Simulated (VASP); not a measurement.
# BAs (F-43m) in VASP: further runs, part 2 of 2

VASP 6.6.1. Earlier steps stand in the parts before.

### 5 Relaxation of cell and atoms, LDA, target pressure 50 GPa, at which the enthalpy is minimised

This run uses another cell than the first one, of 13.25 Å³/atom, 1.007 times its volume.

INCAR

```
PREC = Accurate ; ENCUT = 500
EDIFF = 1E-7 ; ISMEAR = 0
SIGMA = 0.01 ; LREAL = False
LASPH = True ; NELM = 120
ALGO = Normal ; ISIF = 3
LWAVE = False ; LCHARG = False
IBRION = 2 ; NSW = 80
EDIFFG = -0.001 ; PSTRESS = 500.0
GGA_COMPAT = False ; NELMIN = 4
```

KPOINTS

```
Automatic mesh
0
Gamma
  10 10 10
```

POSCAR

```
BAs
1.0
    0.0000000000      2.3660397158      2.3660397158
    2.3660397158      0.0000000000      2.3660397158
    2.3660397158      2.3660397158      0.0000000000
B As
1 1
Direct
    0.0000000000      0.0000000000      0.0000000000
    0.7500000000      0.7500000000      0.7500000000
```

Potentials or basis: VASP PAW LDA potentials, release 64 (B, As).

Run with:

```bash
cat potpaw_LDA.64/B/POTCAR potpaw_LDA.64/As/POTCAR > POTCAR
mpirun -np 1 vasp_std > vasp.out
```

OUTCAR:

```text
PREC = Accurate
   ENCUT = 500
   EDIFF = 1E-7
   ISMEAR = 0
   LREAL = False
   LASPH = True
   NELM = 120
   ISIF = 3
   IBRION = 2
   NSW = 80
   EDIFFG = -0.001
   PSTRESS = 500.0
   NELMIN = 4

 ion  position               nearest neighbor table
   1  0.000  0.000  0.000-   2 2.05   2 2.05   2 2.05   2 2.05
   2  0.750  0.750  0.750-   1 2.05   1 2.05   1 2.05   1 2.05

  LATTYP: Found a face centered cubic cell.
 ALAT       =     4.7320794316

  Lattice vectors:

 A1 = (   0.0000000000,   2.3660397158,   2.3660397158)
 A2 = (   2.3660397158,   0.0000000000,   2.3660397158)
 A3 = (   2.3660397158,   2.3660397158,   0.0000000000)

Analysis of symmetry for initial positions (statically):
=====================================================================
 Subroutine PRICEL returns:
 Original cell was already a primitive cell.

 Routine SETGRP: Setting up the symmetry group for a
 face centered cubic supercell.

 Subroutine GETGRP returns: Found 24 space group operations
 (whereof 24 operations were pure point group operations)
 out of a pool of 48 trial point group operations.

The static configuration has the point symmetry T_d .

Analysis of symmetry for dynamics (positions and initial velocities):
=====================================================================
 Subroutine PRICEL returns:
 Original cell was already a primitive cell.

 Routine SETGRP: Setting up the symmetry group for a
 face centered cubic supercell.

 Subroutine GETGRP returns: Found 24 space group operations
 (whereof 24 operations were pure point group operations)
 out of a pool of 48 trial point group operations.

The dynamic configuration has the point symmetry T_d .

 Subroutine INISYM returns: Found 24 space group operations
 (whereof 24 operations are pure point group operations),
 and found     1 'primitive' translations

----------------------------------------------------------------------------------------

                                     Primitive cell

  volume of cell :      26.4909

[... 128 lines left out ...]

 number of electron       8.0000001 magnetization

 Free energy of the ion-electron system (eV)
  ---------------------------------------------------
  ext. energy  EPLUGINS =         0.00000000
  ---------------------------------------------------
  free energy    TOTEN  =       -12.92568662 eV

  energy without entropy =      -12.92568662  energy(sigma->0) =      -12.92568662

------------------------ aborting loop because EDIFF is reached ----------------------------------------

  FORCE on cell =-STRESS in cart. coord.  units (eV):
  Direction    XX          YY          ZZ          XY          YZ          ZX
  --------------------------------------------------------------------------------------
  -------------------------------------------------------------------------------------
  Total        0.1605668      0.1605668      0.1605668     -0.0000000      0.0000000     -0.0000000
  in kB        9.7111422      9.7111422      9.7111422     -0.0000000      0.0000000     -0.0000000
  external PRESSURE =    -490.2888578 kB  Pullay stress =     500.0000000 kB
[... 25 lines left out ...]
--------------------------------------- Ionic step        2  -------------------------------------------

 number of electron       8.0000000 magnetization

 E-fermi :  16.5522     XC(G=0): -13.8828

 val. band max:       16.3864097322   @ k =   0.0000   0.0000   0.0000
 cond. band min:      16.8809255229   @ k =   0.5000   0.5000   0.0000
 fundamental gap:      0.4945157907
 Fermi energy:        16.5522293738

 k-point     1 :       0.0000    0.0000    0.0000
  band No.  band energies     occupation
      1      -7.1345      2.00000
      2      16.3864      2.00000
      3      16.3864      2.00000
      4      16.3864      2.00000
      5      21.3165      0.00000
      6      21.3165      0.00000
      7      21.3165      0.00000
      8      28.2894      0.00000
[... 324 lines left out ...]
  energy  without entropy=      -12.4412454629  energy(sigma->0) =      -12.44124546

  enthalpy is  TOTEN    =        -5.5356954478 eV   P V=        6.9055500152

[... ionic steps 4 to 13 ...]

--------------------------------------- Ionic step       14  -------------------------------------------

 number of electron       8.0000000 magnetization

------------------------ aborting loop because EDIFF is reached ----------------------------------------
[... 71 lines left out ...]
--------------------------------------- Ionic step       16  -------------------------------------------

 number of electron       8.0000000 magnetization

 Free energy of the ion-electron system (eV)
  ---------------------------------------------------
  ext. energy  EPLUGINS =         0.00000000
  ---------------------------------------------------
  free energy    TOTEN  =       -12.24570303 eV

  energy without entropy =      -12.24570303  energy(sigma->0) =      -12.24570303

 E-fermi :   9.2951     XC(G=0): -11.8159

 val. band max:        9.1586659365   @ k =   0.0000   0.0000   0.0000
 cond. band min:      10.0534919841   @ k =   0.4000   0.4000   0.0000
 fundamental gap:      0.8948260476
 Fermi energy:         9.2950591498

 k-point     1 :       0.0000    0.0000    0.0000
  band No.  band energies     occupation
      1      -8.6330      2.00000
      2       9.1587      2.00000
      3       9.1587      2.00000
      4       9.1587      2.00000
      5      12.7769      0.00000
      6      12.7769      0.00000
      7      12.7769      0.00000
      8      17.0360      0.00000
[... 286 lines left out ...]
  energy  without entropy=      -12.2457030327  energy(sigma->0) =      -12.24570303

  enthalpy is  TOTEN    =        -5.5578916528 eV   P V=        6.6878113800

 reached required accuracy - stopping structural energy minimisation
```

OSZICAR:

```text
N       E                     dE             d eps       ncg     rms          rms(c)
DAV:   1     0.121037057539E+02    0.12104E+02   -0.39368E+03   768   0.862E+02
DAV:   2    -0.133948805873E+02   -0.25499E+02   -0.24378E+02  1192   0.109E+02
DAV:   3    -0.137094587758E+02   -0.31458E+00   -0.31458E+00   840   0.168E+01
[... 113 lines left out ...]
       N       E                     dE             d eps       ncg     rms          rms(c)
DAV:   1    -0.122457063941E+02    0.40704E-02   -0.10320E-04   832   0.836E-02    0.114E-02
DAV:   2    -0.122457039410E+02    0.24530E-05   -0.30562E-06   792   0.118E-02    0.552E-03
DAV:   3    -0.122457030642E+02    0.87684E-06   -0.19180E-06   848   0.789E-03    0.213E-03
DAV:   4    -0.122457030327E+02    0.31449E-07   -0.47643E-08   408   0.165E-03
  16 F= -.55578917E+01 E0= -.55578917E+01  d E =-.223748E-03
```

CONTCAR:

```text
BAs
   1.00000000000000
     0.0000000000000000    2.2046087804928671    2.2046087804928671
     2.2046087804928667    0.0000000000000000    2.2046087804928671
     2.2046087804928667    2.2046087804928671   -0.0000000000000000
  B               As
     1     1
Direct
     0.0000000000000000    0.0000000000000000    0.0000000000000000
     0.7500000000000000    0.7500000000000000    0.7500000000000000

  0.00000000E+00  0.00000000E+00  0.00000000E+00
  0.00000000E+00  0.00000000E+00  0.00000000E+00
```

It took 19 s on 1 thread of Intel Xeon 6975P-C (Granite Rapids), shared host; peak memory 0.14 GiB.

Results:

```
Free energy                                            : -12.2457 eV
Relaxed volume                                         : 10.72 Å³/atom
Relaxed cell                                           : a = 3.118 Å, b = 3.118 Å, c = 3.118 Å, α = 60.00°, β = 60.00°, γ = 60.00°
Space group after relaxing (to 0.05 Å)                 : F-43m (No. 216)
Energy change on relaxing (the enthalpy is what falls) : +340.0 meV/atom
Ionic steps                                            : 16
Pressure after relaxing                                : 50.0 GPa
Band gap on the k mesh                                 : 0.89 eV, indirect (least direct gap 3.62 eV)
```

The path:
```tsv
step	energy change (eV)	largest force (eV/Å)	pressure (GPa)	volume (Å³)
1	0.0000	0.0000	0.97	26.49
2	8.2777	0.0000	353.87	13.79
3	0.4844	0.0000	40.04	22.13
4	0.6143	0.0000	46.74	21.65
5	0.6807	0.0000	50.03	21.43
6	0.6517	0.0000	48.60	21.52
7	0.6535	0.0000	48.69	21.52
8	0.6588	0.0000	48.95	21.50
9	0.6589	0.0000	48.96	21.50
10	0.6592	0.0000	48.97	21.50
11	0.6597	0.0000	49.00	21.50
12	0.6608	0.0000	49.05	21.49
13	0.6629	0.0000	49.16	21.49
14	0.6672	0.0000	49.37	21.47
15	0.6759	0.0000	49.80	21.44
16	0.6800	0.0000	50.00	21.43
```

Final structure:
```
B As
1.0
     0.00000    2.20461    2.20461
     2.20461    0.00000    2.20461
     2.20461    2.20461    0.00000
B As
1 1
Cartesian
  0.0000 0.0000 0.0000
  3.3069 3.3069 3.3069
```

Caveat: the cell is relaxed towards a set pressure, so the enthalpy falls and the energy may rise; the volume moved by over 15 % at a fixed basis, so the end points are rough.

### 6 Summary

```csv
task,cell,cutoff (eV),gap on the mesh (eV),pressure (GPa)
single point,"a = 3.339 Å, angles 60.0°, 2 atoms",520,1.09,2.0
relaxation of cell and atoms,"relaxed to 1 GPa from a = 3.346 Å, angles 60.0°, 2 atoms",600,1.10,1.0
single point,"a = 3.110 Å, angles 60.0°, 2 atoms",500,0.89,52.5
relaxation of cell and atoms,"relaxed to 50 GPa from a = 3.346 Å, angles 60.0°, 2 atoms",500,0.89,50.0
```

Alike in all rows: level LDA; potentials or basis VASP PAW LDA potentials, release 64 (B, As); no spin polarisation; k mesh 10 × 10 × 10; smearing gaussian 0.01 eV.

Caveats: the cell is relaxed towards a set pressure, so the enthalpy falls and the energy may rise (some runs); the volume moved by over 15 % at a fixed basis, so the end points are rough (some runs).

Absolute energies hang on the potentials; compare differences alone.
